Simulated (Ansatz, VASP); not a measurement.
Two plane-wave programs on GaP3

```xyz
4
Lattice="3.9943 0.0000 0.0000 0.0000 3.9943 0.0000 0.0000 0.0000 3.9943" Properties=species:S:1:pos:R:3 pbc="T T T"
Ga    0.0000    0.0000    0.0000
P     0.0000    1.9971    1.9971
P     1.9971    0.0000    1.9971
P     1.9971    1.9971    0.0000
```

Alike in both runs: functional PBE; k mesh 12 × 12 × 12; occupations gaussian, width 0.1 eV; no spin polarisation.

Ansatz relaxed the structure, and its values are those at the end. VASP's run is a single point on that final structure, the one shown.

```csv
,VASP,Ansatz
version,VASP 6.6.1,Ansatz 0.2.0
potentials or method,"VASP PAW PBE potentials, release 64 (Ga_d, P), cutoff 520 eV","scalar-relativistic, plane waves, PAW"
valence electrons in the cell,28,28
```

```csv
,VASP,Ansatz,Ansatz less VASP
gap on the k mesh at the Fermi level (eV),none,none,-
pressure (GPa),0.0,0.0,+0.01
```

A gap of «none» marks a metal or a gap that the smearing closes. With one functional, cell and mesh, what is left measures potentials, basis and numerics.
